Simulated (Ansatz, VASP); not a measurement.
## Cd in VASP and in Ansatz

```
Cd
1.0
     3.60390    0.00000    0.00000
     0.00000    3.60390    0.00000
     0.00000    0.00000   19.60390
Cd
3
Direct
  0.00000 0.00000 0.40580
  0.50000 0.50000 0.50000
  0.00000 0.00000 0.59420
```

Alike in both runs: functional PBE; k mesh 10 × 10 × 1; occupations fermi-dirac, width 0.05 eV; no spin polarisation.

Ansatz relaxed the structure, and its values are those at the end. VASP's run is a single point on that final structure, the one shown.

```csv
,VASP,Ansatz
version,VASP 6.6.1,Ansatz 0.2.0
potentials or method,"VASP PAW PBE potentials, release 64 (Cd), cutoff 520 eV","all-electron LAPW, scalar-relativistic"
```

|  | VASP | Ansatz | Ansatz less VASP |
| --- | --- | --- | --- |
| rms of the force components (eV/Å) | 0.007 | 0.001 | -0.0060 |

Ansatz ran all-electron here, and VASP with PAW potentials.
